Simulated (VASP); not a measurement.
**Li: single point with PBE**

Crystal: Li.

```xyz
2
Lattice="-1.9072 1.9072 1.1175 1.9072 -1.9072 1.1175 1.9072 1.9072 -1.1175" Properties=species:S:1:pos:R:3 pbc="T T T"
Li    0.0000   -0.9536   -0.2794
Li    0.0000    0.9536    0.2794
```

```yaml
Program: VASP 6.6.1
Task: single point
Functional: PBE
Potentials_or_basis: VASP PAW PBE potentials, release 64 (Li_sv)
Cutoff: 520 eV
k_mesh: 15 × 15 × 15
Occupations: fermi-dirac, width 0.08 eV
Spin: no spin polarisation
Dipole_correction: no
k_mesh_for_the_DOS: 23 × 23 × 23
Occupations_for_the_DOS: tetrahedron
Further_INCAR_settings: ALGO = Normal; EDIFF = 1e-06; NBANDS = 10
```

```yaml
Valence_electrons_inside_the_program's_atomic_spheres: Li 2.25
```

Levels at points of the mesh, in eV from the Fermi level:
```
           k point  band 1  band 2  band 3  band 4  band 5  band 6  band 7
(0.00, 0.00, 0.00)  -46.01  -45.20   -3.72    7.53    7.53   11.11   19.13
```

Wall time 58 s on 1 thread of Intel(R) Xeon(R) 6975P-C (Granite Rapids) (shared host), peak memory 0.27 GiB.
